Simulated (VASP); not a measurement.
# Hg (P6/mmm) in VASP: notebook, part 3 of 3

VASP 6.6.1.

**4. Relaxation of cell and atoms, PBEsol, target pressure 230 GPa, at which the enthalpy is minimised**

This run uses another cell than the first one: it holds 1 atom, not 3.

Input file INCAR:

```
SYSTEM = Hg
ALGO = Normal
EDIFF = 1E-7
EDIFFG = -0.005
ENCUT = 600
GGA = PS
IBRION = 2
ISIF = 3
ISMEAR = -1
LASPH = .True.
LCHARG = .False.
LREAL = .False.
LWAVE = .False.
NELM = 80
NSW = 32
PREC = Accurate
PSTRESS = 2300.0
SIGMA = 0.05
```

Input file KPOINTS:

```
k-points
0
Gamma
  18 18 16
  0 0 0
```

Input file POSCAR:

```
Hg
1.0
    2.4686923177      0.0000000000      0.0000000000
   -1.2343461588      2.1379502612      0.0000000000
    0.0000000000      0.0000000000      2.3846400928
Hg
1
Direct
    0.0000000000      0.0000000000      0.0000000000
```

Potentials or basis: VASP PAW PBE potentials, release 64 (Hg).

Run with:

```
cat potpaw_PBE.64/Hg/POTCAR > POTCAR
mpirun -np 1 vasp_std > vasp.out
```

OUTCAR:

```text
SYSTEM = Hg
   EDIFF = 1E-7
   EDIFFG = -0.005
   ENCUT = 600
   GGA = PS
   IBRION = 2
   ISIF = 3
   ISMEAR = -1
   LASPH = .True.
   LREAL = .False.
   NELM = 80
   NSW = 32
   PREC = Accurate
   PSTRESS = 2300.0

 ion  position               nearest neighbor table
   1  0.000  0.000  0.000-

  LATTYP: Found a hexagonal cell.
 ALAT       =     2.4686923177
 C/A-ratio  =     0.9659527336

  Lattice vectors:

 A1 = (   2.4686923177,   0.0000000000,   0.0000000000)
 A2 = (  -1.2343461588,   2.1379502612,   0.0000000000)
 A3 = (   0.0000000000,   0.0000000000,   2.3846400928)

Analysis of symmetry for initial positions (statically):
=====================================================================
 Subroutine PRICEL returns:
 Original cell was already a primitive cell.

 Routine SETGRP: Setting up the symmetry group for a
 hexagonal supercell.

 Subroutine GETGRP returns: Found 24 space group operations
 (whereof 24 operations were pure point group operations)
 out of a pool of 24 trial point group operations.

The static configuration has the point symmetry D_6h.

Analysis of symmetry for dynamics (positions and initial velocities):
=====================================================================
 Subroutine PRICEL returns:
 Original cell was already a primitive cell.

 Routine SETGRP: Setting up the symmetry group for a
 hexagonal supercell.

 Subroutine GETGRP returns: Found 24 space group operations
 (whereof 24 operations were pure point group operations)
 out of a pool of 24 trial point group operations.

The dynamic configuration has the point symmetry D_6h.

 Subroutine INISYM returns: Found 24 space group operations
 (whereof 24 operations are pure point group operations),
 and found     1 'primitive' translations

----------------------------------------------------------------------------------------

                                     Primitive cell

  volume of cell :      12.5860

  direct lattice vectors                    reciprocal lattice vectors
     2.468692318  0.000000000  0.000000000     0.405072756  0.233868865  0.000000000
    -1.234346159  2.137950261  0.000000000     0.000000000  0.467737729  0.000000000
     0.000000000  0.000000000  2.384640093     0.000000000  0.000000000  0.419350494

  length of vectors
     2.468692318  2.468692318  2.384640093     0.467737729  0.467737729  0.419350494

  position of ions in fractional coordinates (direct lattice)
     0.000000000  0.000000000  0.000000000

  ion indices of the primitive-cell ions
   primitive index   ion index
                 1           1

----------------------------------------------------------------------------------------

 KPOINTS: k-points

Automatic generation of k-mesh.
 Grid dimensions read from file:
 generate k-points for:   18   18   16

 Generating k-lattice:

  Cartesian coordinates                     Fractional coordinates (reciprocal lattice)
     0.022504042  0.012992715  0.000000000     0.055555556 -0.000000000  0.000000000
     0.000000000  0.025985429  0.000000000     0.000000000  0.055555556  0.000000000
     0.000000000  0.000000000  0.026209406     0.000000000  0.000000000  0.062500000

  Length of vectors
     0.025985429  0.025985429  0.026209406

  Shift w.r.t. Gamma in fractional coordinates (k-lattice)
     0.000000000  0.000000000  0.000000000

 Subroutine IBZKPT returns following result:
 ===========================================

 Found    333 irreducible k-points:

 Following reciprocal coordinates:
            Coordinates               Weight
  0.000000  0.000000  0.000000      1.000000
  0.055556  0.000000  0.000000      6.000000
  0.111111  0.000000  0.000000      6.000000
  0.166667  0.000000  0.000000      6.000000
  0.222222 -0.000000  0.000000      6.000000
  0.277778  0.000000  0.000000      6.000000
[... 16 lines left out ...]
  0.333333  0.111111  0.000000     12.000000
  0.388889  0.111111  0.000000     12.000000
 [... further k-points ...]
   k-points           NKPTS =    333   k-points in BZ     NKDIM =    333   number of bands    NBANDS=     10
   number of dos      NEDOS =    301   number of ions     NIONS =      1
   total plane-waves  NPLWV =   8000
   dimension x,y,z NGX =    20 NGY =   20 NGZ =   20
   dimension x,y,z NGXF=    40 NGYF=   40 NGZF=   40
   ions per type =               1
   NGX,Y,Z   is equivalent  to a cutoff of  13.47, 13.47, 13.94 a.u.
   NGXF,Y,Z  is equivalent  to a cutoff of  26.94, 26.94, 27.89 a.u.
 SYSTEM =  Hg
   PREC   = accura    normal or accurate (medium, high low for compatibility)
   ISTART =      0    job   : 0-new  1-cont  2-samecut
   ICHARG =      2    charge: 1-file 2-atom 10-const
   ISPIN  =      1    spin polarized calculation?
   LNONCOLLINEAR =      F non collinear calculations
   LSORBIT =      F    spin-orbit coupling
   LASPH  =      T    aspherical Exc in radial PAW
   ENCUT  =  600.0 eV  44.10 Ry    6.64 a.u.   4.93  4.93  4.76*2*pi/ulx,y,z
   NELM   =     80;   NELMIN=  2; NELMDL= -5     # of ELM steps
   EDIFF  = 0.1E-06   stopping-criterion for ELM
   LREAL  =      F    real-space projection
   EDIFFG = -.5E-02   stopping-criterion for IOM
   NSW    =     32    number of steps for IOM
   IBRION =      2    ionic relax: 0-MD 1-quasi-New 2-CG
   NFREE  =      1    steps in history (QN), initial steepest desc. (CG)
   ISIF   =      3    stress and relaxation
   ISYM   =      2    0-nonsym 1-usesym 2-fastsym
   POTIM  = 0.5000    time-step for ionic-motion
   TEBEG  =    0.0;   TEEND  =   0.0 temperature during run
   PSTRESS= 2300.0 pullay stress
   NELECT =      12.0000    total number of electrons
   NUPDOWN=      -1.0000    fix difference up-down
   EMIN   =  10.00;   EMAX   =-10.00  energy-range for DOS
   EFERMI =   0.00;   METHOD = LEGACY
   ISMEAR =    -1;   SIGMA  =   0.05  broadening in eV -4-tet -1-fermi 0-gaus
   EFERMI_NEDOS =   21; number of points for ismear=-14 and -15
   IALGO  =     38    algorithm
   IMIX   =      4    mixing-type and parameters
     AMIX     =   0.40;   BMIX     =  1.00
     AMIX_MAG =   1.60;   BMIX_MAG =  1.00
  volume/ion in A,a.u.               =      12.59        84.93
  Fermi-wavevector in a.u.,A,eV,Ry     =   1.611287  3.044890 35.324048  2.596244
  Thomas-Fermi vector in A             =   2.706701
   LORBIT       =      0    0 simple, 1 ext, 2 COOP (PROOUT), +10 PAW based schemes
   GGA     = PS    functional components
   LHFCALC =     F    Hartree Fock is set to
   AEXX    =    0.0000 exact exchange contribution
   IVDW    =     0    specifies the selected vdW correction
   LEPSILON=     F    determine dielectric tensor
   LRPA    =     F    only Hartree local field effects (RPA)
 conjugate gradient relaxation of ions
 non-spin polarized calculation
  energy-cutoff  :      600.00
  volume of cell :       12.59
 maximum number of plane-waves:       441
 NGX is ok and might be reduce to    20

--------------------------------------- Ionic step        1  -------------------------------------------

 number of electron      11.9999998 magnetization

 Free energy of the ion-electron system (eV)
  ---------------------------------------------------
  ext. energy  EPLUGINS =         0.00000000
  ---------------------------------------------------
  free energy    TOTEN  =         3.75453103 eV

  energy without entropy =        3.75689454  energy(sigma->0) =        3.75571278

------------------------ aborting loop because EDIFF is reached ----------------------------------------

  FORCE on cell =-STRESS in cart. coord.  units (eV):
  Direction    XX          YY          ZZ          XY          YZ          ZX
  --------------------------------------------------------------------------------------
  -------------------------------------------------------------------------------------
  Total       19.1832247     19.1832247     19.1559163      0.0000000      0.0000000     -0.0000000
  in kB     2441.9951209   2441.9951208   2438.5188000      0.0000001      0.0000000     -0.0000000
  external PRESSURE =     140.8363473 kB  Pullay stress =    2300.0000000 kB
[... 24 lines left out ...]
--------------------------------------- Ionic step        2  -------------------------------------------

 number of electron      12.0000000 magnetization

 E-fermi :   8.4141     XC(G=0): -13.7286

 val. band max:        8.4040952490   @ k =   0.3889   0.2222   0.2500
 cond. band min:       8.4148918811   @ k =   0.2778   0.2222   0.4375
 fundamental gap:      0.0107966321
 Fermi energy:         8.4140970831

 k-point     1 :       0.0000    0.0000    0.0000
  band No.  band energies     occupation
      1      -6.4634      2.00000
      2      -4.3964      2.00000
      3      -1.8161      2.00000
      4      -1.8161      2.00000
      5       1.4817      2.00000
      6       1.4817      2.00000
      7      19.9768      0.00000
      8      22.1539      0.00000
      9      26.9880      0.00000
     10      26.9880      0.00000
[... 520 lines left out ...]
--------------------------------------- Ionic step        8  -------------------------------------------

 number of electron      12.0000000 magnetization

 Free energy of the ion-electron system (eV)
  ---------------------------------------------------
  ext. energy  EPLUGINS =         0.00000000
  ---------------------------------------------------
  free energy    TOTEN  =         3.50423837 eV

  energy without entropy =        3.50650229  energy(sigma->0) =        3.50537033

 E-fermi :  11.1038     XC(G=0): -14.6163

 val. band max:       11.0592355049   @ k =   0.2222  -0.0000   0.4375
 cond. band min:      11.1237769305   @ k =   0.5000  -0.0000   0.1875
 fundamental gap:      0.0645414256
 Fermi energy:        11.1038224089

 k-point     1 :       0.0000    0.0000    0.0000
  band No.  band energies     occupation
      1      -6.2537      2.00000
      2      -3.9700      2.00000
      3      -0.7776      2.00000
      4      -0.7776      2.00000
      5       3.5047      2.00000
      6       3.5047      2.00000
      7      22.7918      0.00000
      8      24.1976      0.00000
      9      30.8406      0.00000
     10      30.8406      0.00000
[... 331 lines left out ...]
  energy  without entropy=        3.5065022885  energy(sigma->0) =        3.50537033

  enthalpy is  TOTEN    =        21.8149178429 eV   P V=       18.3106794694

 reached required accuracy - stopping structural energy minimisation
```

OSZICAR:

```text
N       E                     dE             d eps       ncg     rms          rms(c)
DAV:   1     0.806844852145E+02    0.80684E+02   -0.82806E+03  7108   0.146E+03
DAV:   2     0.438632295562E+01   -0.76298E+02   -0.73974E+02  6856   0.295E+02
DAV:   3     0.359618803814E+01   -0.79013E+00   -0.78953E+00  7686   0.339E+01
[... 58 lines left out ...]
DAV:   1     0.350423392271E+01   -0.36321E-02   -0.93998E-05  7114   0.146E-01    0.202E-02
DAV:   2     0.350423740886E+01    0.34861E-05   -0.75542E-06  7082   0.425E-02    0.120E-02
DAV:   3     0.350423812716E+01    0.71830E-06   -0.14645E-06  6916   0.170E-02    0.582E-03
DAV:   4     0.350423837576E+01    0.24860E-06   -0.56262E-08  3360   0.317E-03    0.167E-04
DAV:   5     0.350423837351E+01   -0.22521E-08   -0.22486E-09  3334   0.557E-04
   8 F= 0.21814918E+02 E0= 0.21816050E+02  d E =-.226641E-05
```

It took 73 s on 1 thread of Intel Xeon 6975P-C (Granite Rapids), shared host; peak memory 0.18 GiB.

Results:

```
Free energy                                            : 3.5042 eV
Relaxed volume                                         : 12.76 Å³/atom
Relaxed cell                                           : a = 2.480 Å, b = 2.480 Å, c = 2.395 Å, α = 90.00°, β = 90.00°, γ = 120.00°
Space group after relaxing (to 0.05 Å)                 : P6/mmm (No. 191)
Energy change on relaxing (the enthalpy is what falls) : -250.3 meV/atom
Ionic steps                                            : 8
Pressure after relaxing                                : 230.1 GPa
Band gap on the k mesh                                 : zero (band 6 reaches 14.81 eV, above the bottom of band 7 at 9.28 eV)
```

The path:
| step | energy change (eV) | largest force (eV/Å) | pressure (GPa) | volume (Å³) |
| --- | --- | --- | --- | --- |
| 1 | 0.0000 | 0.0000 | 244.08 | 12.59 |
| 2 | -2.2946 | 0.0000 | 118.44 | 14.71 |
| 3 | -0.2717 | 0.0000 | 228.84 | 12.77 |
| 4 | -0.2512 | 0.0000 | 230.00 | 12.76 |
| 5 | -0.2463 | 0.0000 | 230.27 | 12.75 |
| 6 | -0.2475 | 0.0000 | 230.22 | 12.75 |
| 7 | -0.2467 | 0.0000 | 230.25 | 12.75 |
| 8 | -0.2503 | 0.0000 | 230.05 | 12.76 |

Final structure:
```cif
data_structure
_symmetry_space_group_name_H-M 'P 1'
_symmetry_Int_Tables_number 1
_cell_length_a 2.4797
_cell_length_b 2.4797
_cell_length_c 2.3953
_cell_angle_alpha 90.000
_cell_angle_beta 90.000
_cell_angle_gamma 120.000
_cell_volume 12.76
loop_
_atom_site_label
_atom_site_type_symbol
_atom_site_fract_x
_atom_site_fract_y
_atom_site_fract_z
_atom_site_occupancy
Hg1 Hg 0.00000 0.00000 0.00000 1
```

Caveat: the cell is relaxed towards a set pressure, so the enthalpy falls and the energy may rise; the PAW data sets were made with another functional, which shifts forces and pressure a little; spin-orbit coupling is left out, which moves the levels of the heavy elements.

**5. Relaxation of cell and atoms, PBEsol, target pressure 230 GPa, at which the enthalpy is minimised**

Input file INCAR:

```
  PREC = Accurate
  ENCUT = 600
  EDIFF = 1E-6
  ISMEAR = -1
  SIGMA = 0.05
  LREAL = False
  LASPH = True
  NELM = 60
  ALGO = Normal
  ISIF = 3
  LWAVE = False
  LCHARG = False
  GGA = PS
  IBRION = 2
  NSW = 32
  EDIFFG = -0.005
  PSTRESS = 2300.0
```

Input file KPOINTS:

```
regular mesh
0
Gamma
  9 9 12
```

Input file POSCAR:

```
Hg
1.0
    4.1674791143      0.0000000000      0.0000000000
   -2.0837395572      3.6091427827      0.0000000000
    0.0000000000      0.0000000000      2.4384851753
Hg
3
Direct
    0.0000000000      0.0000000000      0.0000000000
    0.3333333333      0.6666666667      0.5000000000
    0.6666666667      0.3333333333      0.5000000000
```

Run with:

```
cat potpaw_PBE.64/Hg/POTCAR > POTCAR
mpirun -np 1 vasp_std > vasp.out
```

Wall time 4.3 min (1 thread of Oxide Virtual Turin-like, shared host); peak memory 0.19 GiB.

Results (log left out):

| Quantity | Value |
| --- | --- |
| Free energy | 10.0529 eV |
| Relaxed volume | 12.38 Å³/atom |
| Relaxed cell | a = 4.183 Å, b = 4.183 Å, c = 2.452 Å, α = 90.00°, β = 90.00°, γ = 120.00° |
| Space group after relaxing (to 0.05 Å) | P6/mmm (No. 191) |
| Energy change on relaxing (the enthalpy is what falls) | -232.0 meV/atom |
| Ionic steps | 9 |
| Pressure after relaxing | 230.0 GPa |
| Band gap on the k mesh | zero (band 18 reaches 14.82 eV, above the bottom of band 19 at 11.39 eV) |

Step by step:
```tsv
step	energy change (eV)	largest force (eV/Å)	pressure (GPa)	volume (Å³)
1	0.0000	0.0000	243.54	36.68
2	-6.3174	0.0000	122.11	42.44
3	-0.7535	0.0000	228.87	37.19
4	-0.6975	0.0000	229.94	37.15
5	-0.6839	0.0000	230.23	37.14
6	-0.6823	0.0000	230.26	37.14
7	-0.6834	0.0000	230.26	37.14
8	-0.7932	0.0000	228.12	37.22
9	-0.6960	0.0000	230.01	37.15
```

Final structure:
```yaml
crystal:
  lattice:
    - [4.18294, 0.00000, 0.00000]
    - [-2.09147, 3.62254, 0.00000]
    - [0.00000, 0.00000, 2.45157]
  atoms:
    - { symbol: Hg, position: [0.00000, 0.00000, 0.00000] }
    - { symbol: Hg, position: [0.33333, 0.66667, 0.50000] }
    - { symbol: Hg, position: [0.66667, 0.33333, 0.50000] }
```

Levels at points of the mesh, in eV from the Fermi level:
```tsv
k point	band 15	band 16	band 17	band 18	band 19	band 20	band 21	band 22
(0.00, 0.00, 0.00)	-7.88	-7.88	-0.74	0.17	1.35	1.35	1.36	1.36
(0.00, 0.00, 0.50)	-6.75	-4.85	-3.99	2.97	3.88	3.88	3.93	5.66
```

Caveat: the cell is relaxed towards a set pressure, so the enthalpy falls and the energy may rise; the PAW data sets were made with another functional, which shifts forces and pressure a little; spin-orbit coupling is left out, which moves the levels of the heavy elements.

**6. Overview**

| task | cell | k mesh | cutoff (eV) | gap on the mesh (eV) | pressure (GPa) |
| --- | --- | --- | --- | --- | --- |
| single point | a = 4.167, b = 4.167, c = 2.438 Å, angles 90.0, 90.0, 120.0°, 3 atoms | 9 × 9 × 12 | 520 | none | 243.4 |
| relaxation of cell and atoms | relaxed to 230 GPa from a = 2.466, b = 2.466, c = 2.318 Å, angles 90.0, 90.0, 120.0°, 1 atom | 18 × 18 × 16 | 600 | none | 230.0 |
| relaxation of cell and atoms | relaxed to 230 GPa from a = 2.469, b = 2.469, c = 2.385 Å, angles 90.0, 90.0, 120.0°, 1 atom | 18 × 18 × 16 | 600 | none | 230.1 |
| relaxation of cell and atoms | relaxed to 230 GPa from a = 4.167, b = 4.167, c = 2.438 Å, angles 90.0, 90.0, 120.0°, 3 atoms | 9 × 9 × 12 | 600 | none | 230.0 |

Alike in all rows: level PBEsol; potentials or basis VASP PAW PBE potentials, release 64 (Hg); no spin polarisation; smearing fermi-dirac 0.05 eV.

Caveats: the PAW data sets were made with another functional, which shifts forces and pressure a little; spin-orbit coupling is left out, which moves the levels of the heavy elements; the cell is relaxed towards a set pressure, so the enthalpy falls and the energy may rise (some runs).

Total energies depend on the potentials used, so only differences within one code and one set of settings carry meaning.
